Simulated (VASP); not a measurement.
# LiCl (Pm-3m) in VASP: single point with PBE

Aim: the single point of LiCl with PBE.

Everything below comes from runs of VASP 6.6.1. Logs are shortened: lines on timing, memory, paths and dates and some standing lists are left out, and cuts for length are marked.

## Step 1: The cell of the first run

It takes space group Pm-3m (No. 221, cubic). The conventional cell has a = 2.874 Å, b = 2.874 Å, c = 2.874 Å, α = 90.00°, β = 90.00°, γ = 90.00°. Within 3.3 Å of Li (site symmetry m-3m) lie 8 Cl at 2.49 Å and 6 Li at 2.87 Å. Within 3.3 Å of Cl (site symmetry m-3m) lie 8 Li at 2.49 Å and 6 Cl at 2.87 Å.

## Step 2: Single point, PBE (F replaced by Cl, lengths x 1.146, strained)

Input file INCAR:

```
PREC = Accurate
ENCUT = 520
EDIFF = 1E-6
ISMEAR = 0
SIGMA = 0.02
LREAL = False
LASPH = True
NELM = 100
ALGO = Normal
ISIF = 2
LWAVE = False
LCHARG = False
GGA = PE
NBANDS = 12
```

Input file KPOINTS:

```
Automatic mesh
0
Gamma
  8 8 8
```

Input file POSCAR:

```
LiCl
1.0
    2.8741314269      0.0000000000      0.0000000000
    0.0000000000      2.8741314269      0.0000000000
    0.0000000000      0.0000000000      2.8741314269
Li Cl
1 1
Direct
    0.0000000000      0.0000000000      0.0000000000
    0.5000000000      0.5000000000      0.5000000000
```

Potentials or basis: VASP PAW PBE potentials, release 64 (Li_sv, Cl).

On the command line:

```bash
$ cat potpaw_PBE.64/Li_sv/POTCAR potpaw_PBE.64/Cl/POTCAR > POTCAR
$ mpirun -np 1 vasp_std > vasp.out
```

OUTCAR:

```text
PREC = Accurate
   ENCUT = 520
   EDIFF = 1E-6
   ISMEAR = 0
   LREAL = False
   LASPH = True
   NELM = 100
   ISIF = 2
   GGA = PE

 ion  position               nearest neighbor table
   1  0.000  0.000  0.000-   2 2.49   2 2.49   2 2.49   2 2.49   2 2.49   2 2.49   2 2.49   2 2.49

   2  0.500  0.500  0.500-   1 2.49   1 2.49   1 2.49   1 2.49   1 2.49   1 2.49   1 2.49   1 2.49

  LATTYP: Found a simple cubic cell.
 ALAT       =     2.8741314269

  Lattice vectors:

 A1 = (   2.8741314269,   0.0000000000,   0.0000000000)
 A2 = (   0.0000000000,   2.8741314269,   0.0000000000)
 A3 = (   0.0000000000,   0.0000000000,   2.8741314269)

Analysis of symmetry for initial positions (statically):
=====================================================================
 Subroutine PRICEL returns:
 Original cell was already a primitive cell.

 Routine SETGRP: Setting up the symmetry group for a
 simple cubic supercell.

 Subroutine GETGRP returns: Found 48 space group operations
 (whereof 48 operations were pure point group operations)
 out of a pool of 48 trial point group operations.

The static configuration has the point symmetry O_h .

Analysis of symmetry for dynamics (positions and initial velocities):
=====================================================================
 Subroutine PRICEL returns:
 Original cell was already a primitive cell.

 Routine SETGRP: Setting up the symmetry group for a
 simple cubic supercell.

 Subroutine GETGRP returns: Found 48 space group operations
 (whereof 48 operations were pure point group operations)
 out of a pool of 48 trial point group operations.

The dynamic configuration has the point symmetry O_h .

 Subroutine INISYM returns: Found 48 space group operations
 (whereof 48 operations are pure point group operations),
 and found     1 'primitive' translations

----------------------------------------------------------------------------------------

                                     Primitive cell

  volume of cell :      23.7421

  direct lattice vectors                    reciprocal lattice vectors
     2.874131427  0.000000000  0.000000000     0.347931201  0.000000000  0.000000000
     0.000000000  2.874131427  0.000000000     0.000000000  0.347931201  0.000000000
     0.000000000  0.000000000  2.874131427     0.000000000  0.000000000  0.347931201

  length of vectors
     2.874131427  2.874131427  2.874131427     0.347931201  0.347931201  0.347931201

  position of ions in fractional coordinates (direct lattice)
     0.000000000  0.000000000  0.000000000
     0.500000000  0.500000000  0.500000000

  ion indices of the primitive-cell ions
   primitive index   ion index
                 1           1
                 2           2

----------------------------------------------------------------------------------------

 KPOINTS: Automatic mesh

Automatic generation of k-mesh.
 Grid dimensions read from file:
 generate k-points for:    8    8    8

 Generating k-lattice:

  Cartesian coordinates                     Fractional coordinates (reciprocal lattice)
     0.043491400  0.000000000  0.000000000     0.125000000  0.000000000  0.000000000
     0.000000000  0.043491400  0.000000000     0.000000000  0.125000000  0.000000000
     0.000000000  0.000000000  0.043491400     0.000000000  0.000000000  0.125000000

  Length of vectors
     0.043491400  0.043491400  0.043491400

  Shift w.r.t. Gamma in fractional coordinates (k-lattice)
     0.000000000  0.000000000  0.000000000

 Subroutine IBZKPT returns following result:
 ===========================================

 Found     35 irreducible k-points:

 Following reciprocal coordinates:
            Coordinates               Weight
  0.000000  0.000000  0.000000      1.000000
  0.125000  0.000000  0.000000      6.000000
  0.250000  0.000000  0.000000      6.000000
  0.375000  0.000000  0.000000      6.000000
  0.500000  0.000000  0.000000      3.000000
  0.125000  0.125000  0.000000     12.000000
[... 16 lines left out ...]
  0.375000  0.375000  0.125000     24.000000
  0.500000  0.375000  0.125000     24.000000
 [... further k-points ...]
   k-points           NKPTS =     35   k-points in BZ     NKDIM =     35   number of bands    NBANDS=     12
   number of dos      NEDOS =    301   number of ions     NIONS =      2
   total plane-waves  NPLWV =  13824
   dimension x,y,z NGX =    24 NGY =   24 NGZ =   24
   dimension x,y,z NGXF=    48 NGYF=   48 NGZF=   48
   ions per type =               1   1
   NGX,Y,Z   is equivalent  to a cutoff of  13.88, 13.88, 13.88 a.u.
   NGXF,Y,Z  is equivalent  to a cutoff of  27.76, 27.76, 27.76 a.u.
 SYSTEM =  unknown system
   PREC   = accura    normal or accurate (medium, high low for compatibility)
   ISTART =      0    job   : 0-new  1-cont  2-samecut
   ICHARG =      2    charge: 1-file 2-atom 10-const
   ISPIN  =      1    spin polarized calculation?
   LNONCOLLINEAR =      F non collinear calculations
   LSORBIT =      F    spin-orbit coupling
   LASPH  =      T    aspherical Exc in radial PAW
   ENCUT  =  520.0 eV  38.22 Ry    6.18 a.u.   5.34  5.34  5.34*2*pi/ulx,y,z
   NELM   =    100;   NELMIN=  2; NELMDL= -5     # of ELM steps
   EDIFF  = 0.1E-05   stopping-criterion for ELM
   LREAL  =      F    real-space projection
   EDIFFG = 0.1E-04   stopping-criterion for IOM
   NSW    =      0    number of steps for IOM
   IBRION =     -1    ionic relax: 0-MD 1-quasi-New 2-CG
   NFREE  =      0    steps in history (QN), initial steepest desc. (CG)
   ISIF   =      2    stress and relaxation
   ISYM   =      2    0-nonsym 1-usesym 2-fastsym
   POTIM  = 0.5000    time-step for ionic-motion
   TEBEG  =    0.0;   TEEND  =   0.0 temperature during run
   PSTRESS=    0.0 pullay stress
   NELECT =      10.0000    total number of electrons
   NUPDOWN=      -1.0000    fix difference up-down
   EMIN   =  10.00;   EMAX   =-10.00  energy-range for DOS
   EFERMI =   0.00;   METHOD = LEGACY
   ISMEAR =     0;   SIGMA  =   0.02  broadening in eV -4-tet -1-fermi 0-gaus
   EFERMI_NEDOS =   21; number of points for ismear=-14 and -15
   IALGO  =     38    algorithm
   IMIX   =      4    mixing-type and parameters
     AMIX     =   0.40;   BMIX     =  1.00
     AMIX_MAG =   1.60;   BMIX_MAG =  1.00
  volume/ion in A,a.u.               =      11.87        80.11
  Fermi-wavevector in a.u.,A,eV,Ry     =   1.227161  2.318998 20.489341  1.505924
  Thomas-Fermi vector in A             =   2.362135
   LORBIT       =      0    0 simple, 1 ext, 2 COOP (PROOUT), +10 PAW based schemes
   GGA     = PE    functional components
   LHFCALC =     F    Hartree Fock is set to
   AEXX    =    0.0000 exact exchange contribution
   IVDW    =     0    specifies the selected vdW correction
   LEPSILON=     F    determine dielectric tensor
   LRPA    =     F    only Hartree local field effects (RPA)
 non-spin polarized calculation
 Gauss-broadening in eV      SIGMA  =   0.02
  energy-cutoff  :      520.00
  volume of cell :       23.74
 maximum number of plane-waves:       657
 NGX is ok and might be reduce to    24
   NGX = 11   NGY = 11   NGZ = 11

 number of electron      10.0000000 magnetization

 number of electron       9.9999989 magnetization

 Free energy of the ion-electron system (eV)
  ---------------------------------------------------
  ext. energy  EPLUGINS =         0.00000000
  ---------------------------------------------------
  free energy    TOTEN  =        -6.06025062 eV

  energy without entropy =       -6.06025062  energy(sigma->0) =       -6.06025062

 E-fermi :   6.0569     XC(G=0): -10.3508

 val. band max:        5.7998057512   @ k =   0.5000   0.5000   0.0000
 cond. band min:       9.3647206489   @ k =   0.5000   0.5000   0.5000
 fundamental gap:      3.5649148978
 Fermi energy:         6.0568819937

 k-point     1 :       0.0000    0.0000    0.0000
  band No.  band energies     occupation
      1     -39.8448      2.00000
      2     -11.0624      2.00000
      3       4.1819      2.00000
      4       4.1819      2.00000
      5       4.1819      2.00000
      6      12.3213      0.00000
      7      13.2399      0.00000
      8      13.2399      0.00000
      9      21.5434      0.00000
     10      21.5434      0.00000
     11      21.5434      0.00000
     12      24.1850      0.00000

 k-point     2 :       0.1250    0.0000    0.0000
  band No.  band energies     occupation
      1     -39.8428      2.00000
      2     -10.9285      2.00000
      3       3.1185      2.00000
      4       4.3005      2.00000
      5       4.3005      2.00000
      6      12.4861      0.00000
      7      13.4661      0.00000
      8      14.5104      0.00000
      9      20.1316      0.00000
     10      20.1316      0.00000
     11      21.3677      0.00000
     12      24.3237      0.00000

 k-point     3 :       0.2500    0.0000    0.0000
  band No.  band energies     occupation
      1     -39.8374      2.00000
      2     -10.5740      2.00000
      3       1.1889      2.00000
      4       4.6092      2.00000
      5       4.6092      2.00000
      6      12.4670      0.00000
      7      14.1058      0.00000
      8      17.1402      0.00000
      9      18.0699      0.00000
     10      18.0699      0.00000
     11      21.6674      0.00000
     12      24.6881      0.00000
[... 286 lines left out ...]
 k-point    23 :       0.3750    0.3750    0.1250
  band No.  band energies     occupation
      1     -39.8186      2.00000
      2      -9.0177      2.00000
      3       0.4327      2.00000
      4       0.5133      2.00000
      5       4.6567      2.00000
      6      11.0629      0.00000
      7      14.8735      0.00000
      8      15.3185      0.00000
      9      17.9426      0.00000
     10      20.2898      0.00000
     11      21.9774      0.00000
     12      24.3109      0.00000

 k-point    24 :       0.5000    0.3750    0.1250
  band No.  band energies     occupation
      1     -39.8165      2.00000
      2      -8.7983      2.00000
      3      -0.1444      2.00000
      4       0.6245      2.00000
      5       4.8151      2.00000
      6      10.4869      0.00000
      7      14.9103      0.00000
      8      15.0252      0.00000
      9      18.3679      0.00000
     10      20.2782      0.00000
     11      22.0773      0.00000
     12      23.5126      0.00000

 [... further k-points ...]

------------------------ aborting loop because EDIFF is reached ----------------------------------------

  FORCE on cell =-STRESS in cart. coord.  units (eV):
  Direction    XX          YY          ZZ          XY          YZ          ZX
  --------------------------------------------------------------------------------------
  -------------------------------------------------------------------------------------
  Total        4.4393582      4.4393582      4.4393582      0.0000000     -0.0000000     -0.0000000
  in kB      299.5786785    299.5786785    299.5786785      0.0000000     -0.0000000     -0.0000000
  external PRESSURE =     299.5786785 kB  Pullay stress =       0.0000000 kB

 VOLUME and BASIS-vectors are now :
 -----------------------------------------------------------------------------
  energy-cutoff  :      520.00
  volume of cell :       23.74
      direct lattice vectors                 reciprocal lattice vectors
     2.874131427  0.000000000  0.000000000     0.347931201  0.000000000  0.000000000
     0.000000000  2.874131427  0.000000000     0.000000000  0.347931201  0.000000000
     0.000000000  0.000000000  2.874131427     0.000000000  0.000000000  0.347931201

 POSITION                                       TOTAL-FORCE (eV/Angst)
 -----------------------------------------------------------------------------------
      0.00000      0.00000      0.00000         0.000000      0.000000      0.000000
      1.43707      1.43707      1.43707         0.000000      0.000000      0.000000
 -----------------------------------------------------------------------------------
    total drift:                                0.000000     -0.000000     -0.000000

  FREE ENERGIE OF THE ION-ELECTRON SYSTEM (eV)
  ---------------------------------------------------
  free  energy   TOTEN  =        -6.0602506213 eV

  energy  without entropy=       -6.0602506213  energy(sigma->0) =       -6.06025062
```

It took 8.7 s on 1 thread of Intel Xeon 8259CL, shared host; peak memory 0.13 GiB.

Results:

| Item | Value |
| --- | --- |
| Free energy | -6.0603 eV |
| Band gap on the k mesh | 3.56 eV (least direct gap 4.21 eV) |

Levels at points of the mesh, in eV from the valence-band top:
| k point | band 1 | band 2 | band 3 | band 4 | band 5 | band 6 | band 7 | band 8 | band 9 | band 10 |
| --- | --- | --- | --- | --- | --- | --- | --- | --- | --- | --- |
| (0.00, 0.00, 0.00) | -45.64 | -16.86 | -1.62 | -1.62 | -1.62 | 6.52 | 7.44 | 7.44 | 15.74 | 15.74 |
| (0.50, 0.00, 0.00) | -45.63 | -15.77 | -6.77 | -0.68 | -0.68 | 6.56 | 9.67 | 10.15 | 10.15 | 12.65 |
| (0.50, 0.50, 0.00) | -45.62 | -14.51 | -5.97 | -5.97 | 0.00 | 4.21 | 11.22 | 11.63 | 11.63 | 13.61 |
| (0.50, 0.50, 0.50) | -45.60 | -13.40 | -4.46 | -4.46 | -4.46 | 3.56 | 3.56 | 3.56 | 14.75 | 23.35 |

Caveat: the cell differs from its parent crystal (F replaced by Cl, lengths x 1.146, strained); the cutoff is under 1.25 times the usual one of these potentials, so pressure, stress and relaxed cells hold a basis-set (Pulay) error.
